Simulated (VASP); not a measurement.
The system is Ga32As19P13.

```
CELL_PARAMETERS angstrom
11.14279 0.00000 0.00000
0.00000 11.14279 0.00000
0.00000 0.00000 11.14279
ATOMIC_POSITIONS crystal
Ga 0.99982 0.99709 0.99601
Ga 0.00212 0.99964 0.50101
Ga 0.00057 0.49710 0.99766
Ga 0.00003 0.49793 0.49894
Ga 0.50176 0.99998 0.00223
Ga 0.50110 0.00265 0.50049
Ga 0.50174 0.50300 0.00087
Ga 0.49966 0.50076 0.49753
Ga 0.25114 0.25358 0.99738
Ga 0.24961 0.25534 0.50222
Ga 0.25044 0.74994 0.00234
Ga 0.25105 0.75186 0.49996
Ga 0.74916 0.24921 0.00018
Ga 0.74933 0.25302 0.49709
Ga 0.75127 0.75107 0.99996
Ga 0.75151 0.74777 0.49754
Ga 0.24904 0.99752 0.25222
Ga 0.25000 0.99792 0.75240
Ga 0.25089 0.49696 0.25265
Ga 0.25024 0.49750 0.74966
Ga 0.75069 0.99520 0.25035
Ga 0.74846 0.99697 0.74933
Ga 0.75076 0.50238 0.24907
Ga 0.75068 0.50179 0.74912
Ga 0.00040 0.25188 0.25028
Ga 0.00100 0.25034 0.75168
Ga 0.99959 0.75217 0.25226
Ga 0.00086 0.74912 0.74951
Ga 0.49843 0.24854 0.25346
Ga 0.49765 0.25326 0.75222
Ga 0.49884 0.75008 0.25283
Ga 0.50082 0.75524 0.75196
P 0.12552 0.12282 0.12490
P 0.12392 0.62507 0.12567
P 0.62526 0.12616 0.12502
P 0.37643 0.37472 0.12233
P 0.87628 0.37517 0.12063
P 0.87691 0.37322 0.62487
P 0.87444 0.87505 0.12489
P 0.87531 0.87275 0.62365
P 0.87586 0.12702 0.37089
P 0.12576 0.36974 0.87320
P 0.12431 0.87366 0.37701
P 0.12398 0.87720 0.87593
P 0.62623 0.87280 0.87395
As 0.12799 0.12640 0.62567
As 0.12457 0.62556 0.62406
As 0.62679 0.12628 0.62452
As 0.62443 0.62633 0.12435
As 0.62463 0.62590 0.62867
As 0.37273 0.37384 0.62397
As 0.37327 0.87610 0.12427
As 0.37612 0.87729 0.62206
As 0.37823 0.12142 0.37425
As 0.37255 0.12442 0.87071
As 0.37498 0.62337 0.37475
As 0.37052 0.62530 0.87524
As 0.87576 0.12494 0.87482
As 0.87543 0.62473 0.37433
As 0.87511 0.62508 0.87499
As 0.12471 0.37771 0.37453
As 0.62602 0.37458 0.37433
As 0.62729 0.37469 0.87458
As 0.62388 0.87700 0.37245
```

```yaml
Program: VASP 6.6.1
Task: relaxation of volume and atoms at fixed shape
Functional: PBEsol
Potentials_or_basis: VASP PAW PBE potentials, release 64 (Ga_d, P, As)
Cutoff: 500 eV
k_mesh: 1 × 1 × 1, shifted
Occupations: fermi-dirac, width 0.05 eV
Spin: no spin polarisation
```

At the start: pressure 0.2 GPa; volume 21.62 Å³/atom.

Q: How do energy, volume and symmetry change on relaxing?

A: Over 12 steps the energy falls by 17.7 meV/atom and the volume is 21.59 Å³/atom (-0.1 %); space group P1 (No. 1, to 0.1 Å) before and after.

Step by step:
| step | energy change (eV) | largest force (eV/Å) | pressure (GPa) | volume (Å³) |
| --- | --- | --- | --- | --- |
| 1 | 0.0000 | 1.3516 | 0.18 | 1383.51 |
| 2 | -0.8318 | 0.4442 | -0.29 | 1388.49 |
| 3 | -0.9015 | 0.4988 | -0.41 | 1390.43 |
| 4 | -1.0393 | 0.2722 | 0.17 | 1379.29 |
| 5 | -1.0609 | 0.1971 | 0.53 | 1372.64 |
| 6 | -1.1110 | 0.1541 | -0.13 | 1384.21 |
| 7 | -1.1110 | 0.1551 | -0.14 | 1384.53 |
| 8 | -1.1263 | 0.0773 | -0.03 | 1382.39 |
| 9 | -1.1278 | 0.0683 | 0.02 | 1381.43 |
| 10 | -1.1313 | 0.0442 | 0.01 | 1381.73 |
| 11 | -1.1320 | 0.0374 | 0.00 | 1381.93 |
| 12 | -1.1334 | 0.0263 | -0.01 | 1382.02 |

Final structure:
```
Ga P As
1.0
    11.13878    0.00000    0.00000
     0.00000   11.13878    0.00000
     0.00000    0.00000   11.13878
Ga P As
32 13 19
Cartesian
  0.0398 11.1163 0.0302
  11.0923 11.1131 5.5236
  0.0339 5.5376 0.0335
  11.1111 5.5385 5.5897
  5.6481 0.0126 0.0097
  5.5812 0.0234 5.5622
  5.5307 5.5443 0.0296
  5.5817 5.5806 5.5603
  2.7442 2.8002 0.0422
  2.7773 2.7804 5.5547
  2.6995 8.3495 0.0019
  2.7363 8.3919 5.5258
  8.3686 2.7729 0.0662
  8.4495 2.7713 5.5497
  8.3788 8.4267 0.0034
  8.4050 8.3929 5.5949
  2.6972 0.0100 2.7774
  2.7371 11.1018 8.4101
  2.7746 5.5647 2.7011
  2.7377 5.5416 8.4011
  8.4088 0.0417 2.7445
  8.3740 11.0729 8.3521
  8.4139 5.5382 2.7279
  8.4039 5.5347 8.3299
  11.1052 2.7339 2.7391
  11.1340 2.8402 8.3737
  0.0321 8.3801 2.7462
  11.1386 8.4316 8.3572
  5.5663 2.7765 2.7022
  5.5804 2.7786 8.3644
  5.5699 8.3673 2.7843
  5.6018 8.3886 8.4171
  1.3682 1.3910 1.3863
  1.3744 6.9583 1.3815
  6.9894 1.3920 1.3954
  4.1578 4.1635 1.3735
  9.7763 4.1493 1.3794
  9.7641 4.1626 6.9581
  9.7784 9.7672 1.3900
  9.7627 9.7584 6.9551
  9.7659 1.3796 4.1459
  1.3821 4.1662 9.7805
  1.3532 9.7594 4.1531
  1.3655 9.7418 9.7718
  6.9910 9.7627 9.7613
  1.3600 1.3782 6.9633
  1.3703 6.9734 6.9692
  7.0087 1.3924 6.9622
  6.9774 6.9694 1.3763
  6.9866 6.9786 6.9781
  4.1669 4.1794 6.9702
  4.1497 9.7634 1.3769
  4.1705 9.7514 6.9704
  4.1657 1.3898 4.1355
  4.1682 1.3890 9.7769
  4.1491 6.9590 4.1507
  4.1477 6.9657 9.7695
  9.7547 1.3751 9.7647
  9.7657 6.9697 4.1590
  9.7730 6.9712 9.7565
  1.3676 4.1638 4.1332
  6.9905 4.1555 4.1450
  6.9805 4.1701 9.7727
  7.0001 9.7741 4.1603
```

Caveat: the PAW data sets were made with another functional, which shifts forces and pressure a little.
